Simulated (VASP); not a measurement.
A run of VASP 6.6.1 is set up as follows.

File INCAR:

```
PREC = Accurate ; ENCUT = 600
EDIFF = 1E-6 ; ISMEAR = 0
SIGMA = 0.01 ; LREAL = False
LASPH = True ; NELM = 100
ALGO = Normal ; ISIF = 3
LWAVE = False ; LCHARG = False
GGA = PS ; IBRION = 2
NSW = 70 ; EDIFFG = -0.008
PSTRESS = 100.0
```

Contents of KPOINTS:

```
regular mesh
0
Gamma
  8 8 8
```

Contents of POSCAR:

```
Si7Ge
1.0
    5.2924711172      0.0000000000      0.0000000000
    0.0000000000      5.2924711172      0.0000000000
    0.0000000000      0.0000000000      5.2924711172
Si Ge
7 1
Direct
    0.2525733437      0.2525733437      0.2525733437
    0.0000000000      0.5000000000      0.5000000000
    0.5000000000      0.5000000000      0.0000000000
    0.5000000000      0.0000000000      0.5000000000
    0.7474266563      0.2525733437      0.7474266563
    0.7474266563      0.7474266563      0.2525733437
    0.2525733437      0.7474266563      0.7474266563
    0.0000000000      0.0000000000      0.0000000000
```

Potentials or basis: VASP PAW PBE potentials, release 64 (Si, Ge_d).

Launch:

```console
$ cat potpaw_PBE.64/Si/POTCAR potpaw_PBE.64/Ge_d/POTCAR > POTCAR
$ mpirun -np 1 vasp_std > vasp.out
```

(1) Estimate the band gap on the k mesh.

(2) What does it give for the relaxed volume?

(3) What does it give for the relaxed cell?

(4) What does it give for the space group after relaxing (to 0.05 Å)?

Answers

(1) 0.08 eV, direct.

(2) 18.59 Å³/atom.

(3) a = 5.298 Å, b = 5.298 Å, c = 5.298 Å, α = 90.00°, β = 90.00°, γ = 90.00°.

(4) P-43m (No. 215).

Caveat: the cell is relaxed towards a set pressure, so the enthalpy falls and the energy may rise; the PAW data sets were made with another functional, which shifts forces and pressure a little.
